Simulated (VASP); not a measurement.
La: single point with PBE

The system is La.

```xyz
1
Lattice="0.0000 2.6525 2.6525 2.6525 0.0000 2.6525 2.6525 2.6525 0.0000" Properties=species:S:1:pos:R:3 pbc="T T T"
La    0.0000    0.0000    0.0000
```

```yaml
Program: VASP 6.6.1
Task: single point
Functional: PBE
Potentials_or_basis: VASP PAW PBE potentials, release 64 (La)
Cutoff: 520 eV
k_mesh: 6 × 6 × 6
Occupations: gaussian, width 0.05 eV
Spin: no spin polarisation
Dipole_correction: no
Further_INCAR_settings: ALGO = Normal; EDIFF = 1e-06; NBANDS = 12
```

* Pressure: -0.1 GPa

Levels at points of the mesh, in eV from the Fermi level:
```tsv
k point	band 1	band 2	band 3	band 4	band 5	band 6	band 7	band 8	band 9	band 10
(0.00, 0.00, 0.00)	-32.79	-15.80	-15.80	-15.80	-3.11	1.38	1.56	1.56	1.56	1.87
(0.50, 0.00, 0.00)	-32.60	-17.16	-15.97	-15.97	-1.63	1.35	1.35	1.40	1.90	1.90
(0.50, 0.50, 0.00)	-32.54	-17.06	-16.28	-16.28	-1.90	-1.30	1.96	1.96	1.96	1.97
```

Run time: 13 s on 1 thread of AMD EPYC 7R13 Processor (Zen 3) (shared host), peak memory 0.13 GiB.

Caveat: spin-orbit coupling is left out, which moves the levels of the heavy elements.
